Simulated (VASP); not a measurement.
Wanted: the native input for a VASP 6.6.1 run.

| Item | Value |
| --- | --- |
| Task | single point |
| Functional | r2SCAN |
| Potentials or basis | VASP PAW PBE potentials, release 64 (Ge_d) |
| Cutoff | 520 eV |
| k mesh | 13 × 13 × 13 |
| Occupations | fermi-dirac, width 0.1 eV |
| Spin | no spin polarisation |
| Dipole correction | no |
| Further INCAR settings | ALGO = Normal; EDIFF = 1e-06; NBANDS = 13 |

Ge:

```
Ge
1.0
     2.64533    0.00000    0.00000
     0.00000    2.64533    0.00000
     0.00000    0.00000    2.64533
Ge
1
Direct
  0.00000 0.00000 0.00000
```

This isn't the form of Ge at room conditions, which is diamond.

The input as run:

POSCAR

```
Ge
1.0
    2.6453281362      0.0000000000      0.0000000000
    0.0000000000      2.6453281362      0.0000000000
    0.0000000000      0.0000000000      2.6453281362
Ge
1
Direct
    0.0000000000      0.0000000000      0.0000000000
```

INCAR.step1

```
ALGO = Normal
EDIFF = 1E-4
ENCUT = 520
GGA = PE
ISMEAR = -1
LASPH = T
LCHARG = F
LREAL = F
LWAVE = T
NBANDS = 13
NELM = 80
PREC = Accurate
SIGMA = 0.1
```

INCAR.step2

```
ALGO = Normal
EDIFF = 1E-6
ENCUT = 520
ISIF = 2
ISMEAR = -1
ISTART = 1
LASPH = T
LCHARG = F
LMIXTAU = T
LREAL = F
LWAVE = F
METAGGA = R2SCAN
NBANDS = 13
NELM = 80
PREC = Accurate
SIGMA = 0.1
```

KPOINTS

```
k-points
0
Gamma
  13 13 13
```

Potentials or basis: VASP PAW PBE potentials, release 64 (Ge_d).

Run with:

```bash
$ cat potpaw_PBE.64/Ge_d/POTCAR > POTCAR
$ cp INCAR.step1 INCAR
$ mpirun -np 1 vasp_std > vasp.out
$ cp INCAR.step2 INCAR
$ mpirun -np 1 vasp_std > vasp.out
```

Results of the run:

```
Pressure               : 3.5 GPa
Band gap on the k mesh : zero (bands 7 and 8 overlap by 9.89 eV)
```

Caveat: the cell stands under pressure; the PAW data sets were made with another functional, which shifts forces and pressure a little.

Wall time 56 s on 1 thread of Intel Xeon 8259CL, with other jobs on the host, peak memory 0.14 GiB.
